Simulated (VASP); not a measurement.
Mo6C, 7 atoms in the cell. The cell holds a slab with vacuum, 7 atoms: a = 4.426 Å, b = 4.426 Å, c = 19.725 Å, α = 90.00°, β = 90.00°, γ = 120.00°. 

```yaml
Program: VASP 6.6.1
Task: single point
Functional: PBEsol
Potentials_or_basis: VASP PAW PBE potentials, release 64 (Mo_sv, C)
Cutoff: 520 eV
k_mesh: 6 × 6 × 1
Occupations: gaussian, width 0.1 eV
Spin: no spin polarisation
Dipole_correction: yes
Further_INCAR_settings: ALGO = Normal; EDIFF = 1e-07; NBANDS = 53
```

Potentials or basis: VASP PAW PBE potentials, release 64 (Mo_sv, C).

Command:

```console
$ cat potpaw_PBE.64/Mo_sv/POTCAR potpaw_PBE.64/C/POTCAR > POTCAR
$ mpirun -np 1 vasp_std > vasp.out
```

Hardware: 1 thread of Intel(R) Xeon(R) 6975P-C (Granite Rapids), on a shared host.

Problem. How long does it take, and how much memory?

Solution. It took 8.9 min on 1 thread of Intel(R) Xeon(R) 6975P-C (Granite Rapids) (shared host), peak memory 0.6 GiB. Counts: scf iterations 34, k points 20.
